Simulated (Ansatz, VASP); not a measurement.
## Al3Ni2: VASP beside Ansatz

```
Al Ni
1.0
     4.20706    0.00000    0.00000
    -2.10353    3.64342    0.00000
     0.00000    0.00000    5.10460
Al Ni
3 2
Direct
  0.00000 0.00000 0.00000
  0.33333 0.66667 0.64844
  0.66667 0.33333 0.35156
  0.33333 0.66667 0.14621
  0.66667 0.33333 0.85379
```

Change from the starting cell: strain +0.050 along x and y, +0.050 along z, atoms carried along.

Alike in both runs: task single point; functional r2SCAN; k mesh 12 × 12 × 10; occupations gaussian, width 0.15 eV; no spin polarisation.

|  | VASP | Ansatz |
| --- | --- | --- |
| version | VASP 6.6.1 | Ansatz 0.2.0 |
| potentials or method | VASP PAW PBE potentials, release 64 (Al, Ni), cutoff 520 eV | scalar-relativistic, plane waves, PAW |
| valence electrons in the cell | 29 | 45 |

```tsv
	VASP	Ansatz	Ansatz less VASP
gap on the k mesh at the Fermi level (eV)	none	none	-
pressure (GPa)	-15.7	-15.6	+0.09
traceless stress, the component that is largest in VASP (GPa)	-0.69	-0.72	-0.022
rms of the force components (eV/Å)	0.075	0.078	+0.0026
```

VASP's potentials were made for PBE, not for r2SCAN. Atom by atom the forces differ by 0.006 eV/Å (rms over components). A gap of «none» marks a metal or a gap that the smearing closes. VASP's potentials hold 29 valence electrons a cell and Ansatz's 45, so a difference there can come from the potentials and not from the codes.
